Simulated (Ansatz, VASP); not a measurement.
**As in VASP and in Ansatz**

```
As
1.0
    -1.33404    1.33404    2.80292
     1.33404   -1.33404    2.80292
     1.33404    1.33404   -2.80292
As
1
Direct
  0.00000 0.00000 0.00000
```

Alike in both runs: functional r2SCAN; k mesh 8 × 8 × 8; occupations gaussian, width 0.1 eV; no spin polarisation.

Ansatz relaxed the structure, and its values are those at the end. VASP's run is a single point on that final structure, the one shown.

|  | VASP | Ansatz |
| --- | --- | --- |
| version | VASP 6.6.1 | Ansatz 0.2.0 |
| potentials or method | VASP PAW PBE potentials, release 64 (As), cutoff 520 eV | scalar-relativistic, plane waves, PAW |
| valence electrons in the cell | 5 | 15 |

|  | VASP | Ansatz | Ansatz less VASP |
| --- | --- | --- | --- |
| gap on the k mesh at the Fermi level (eV) | none | none | - |
| pressure (GPa) | 0.0 | 0.1 | +0.06 |

VASP's potentials were made for PBE, not for r2SCAN. A gap of «none» marks a metal or a gap that the smearing closes. VASP's potentials hold 5 valence electrons a cell and Ansatz's 15, so a difference there can come from the potentials and not from the codes.

The k mesh is coarse, so the values compare programs but aren't converged.
